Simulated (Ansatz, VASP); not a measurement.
## PbSe: VASP beside Ansatz

Contents of INCAR:

```
AGGAC    = 1.0          
AGGAX    = 1.0          
ALDAC    = 0.0          
ALDAX    = 1.0          
ALGO     = Normal         # electronic algorithm
EDIFF    = 1E-6           # SCF threshold, eV
ENCUT    = 520            # plane-wave cutoff, eV
GGA      = B5             # functional
ISIF     = 2              # what is computed and relaxed
ISMEAR   = -1             # smearing method
LASPH    = True           # aspherical terms in the spheres
LCHARG   = False          # write CHGCAR
LREAL    = False          # projectors in reciprocal space
LWAVE    = False          # write WAVECAR
NBANDS   = 17             # bands
NELM     = 80             # most SCF steps
PREC     = Accurate       # precision mode
SIGMA    = 0.05           # smearing width, eV
```

The input KPOINTS:

```
k-points
0
Gamma
  4 4 4
```

Contents of POSCAR:

```
PbSe
1.0
    0.0000000000      3.0606500000      3.0606500000
    3.0606500000      0.0000000000      3.0606500000
    3.0606500000      3.0606500000      0.0000000000
Pb Se
1 1
Direct
    0.0000000000      0.0000000000      0.0000000000
    0.5000000000      0.5000000000      0.5000000000
```

The input input.yaml:

```yaml
crystal:
  lattice:
    - [0.0, 3.06065, 3.06065]
    - [3.06065, 0.0, 3.06065]
    - [3.06065, 3.06065, 0.0]
  atoms:
    - { symbol: Pb, position: [0.0, 0.0, 0.0] }
    - { symbol: Se, position: [0.5, 0.5, 0.5] }
hamiltonian:
  xc: blyp
  pseudopotentials: { kind: paw }
kpoints:
  mp_grid: { grid: [4, 4, 4] }
scf:
  occupations: { method: fermi_dirac, width: 0.05 }
  n_extra_bands: 6
output:
  forces: true
  stress: true
  eigenvalues: true
  dos: { projected: true, de: 0.05, nscf_kmesh: { grid: [6, 6, 6] } }
  write_density: true
  write_potential: true
  elf: true
  volumetric_format: npy
```

Alike in both runs: functional BLYP; k mesh 4 × 4 × 4; occupations fermi-dirac, width 0.05 eV; no spin polarisation.

```csv
,VASP,Ansatz
version,VASP 6.6.1,Ansatz 0.2.0
potentials or method,"VASP PAW PBE potentials, release 64 (Pb_d, Se)",Ansatz PAW
plane-wave cutoff (eV),520,420
valence electrons in the cell,20,30
task,single point,projected density of states
```

```tsv
	VASP	Ansatz	Ansatz less VASP
gap on the k mesh at the Fermi level (eV)	0.40	0.41	+0.017
least direct gap on the mesh (eV)	0.40	0.41	+0.017
pressure (GPa)	6.1	5.9	-0.17
```

VASP's potentials were made for PBE, not for BLYP. With one functional, cell and mesh, what is left measures potentials, basis and numerics. VASP's potentials hold 20 valence electrons a cell and Ansatz's 30, so a difference there can come from the potentials and not from the codes.

The k mesh is coarse, so the values compare programs but aren't converged. Spin-orbit coupling is off throughout.
